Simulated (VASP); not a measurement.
Here is a VASP 6.6.1 calculation.

Contents of INCAR:

```
SYSTEM = InAs
PREC = Accurate
ENCUT = 520
EDIFF = 1E-7
ISMEAR = -1
SIGMA = 0.02
LREAL = .FALSE.
LASPH = .TRUE.
NELM = 80
ALGO = Normal
ISIF = 2
LWAVE = .FALSE.
LCHARG = .FALSE.
GGA = PE
NBANDS = 16
```

KPOINTS

```
regular mesh
0
G
  6 6 6
  0 0 0
```

File POSCAR:

```
InAs
1.0
    0.0000000000      3.0312969024      3.0312969024
    3.0312969024      0.0000000000      3.0312969024
    3.0312969024      3.0312969024      0.0000000000
In As
1 1
Direct
    0.0000000000      0.0000000000      0.0000000000
    0.2500000000      0.2500000000      0.2500000000
```

Potentials or basis: VASP PAW PBE potentials, release 64 (In_d, As).

Command:

```console
$ cat potpaw_PBE.64/In_d/POTCAR potpaw_PBE.64/As/POTCAR > POTCAR
$ mpirun -np 1 vasp_std > vasp.out
```

Question: Estimate the pressure.

Answer: 3.6 GPa.

Question: Estimate the band gap on the k mesh.

Answer: Zero (filled and empty bands touch).

Caveat: the cell stands under pressure; semilocal functionals underestimate gaps, so a narrow gap can read as zero; spin-orbit coupling is left out, which moves the levels of the heavy elements.
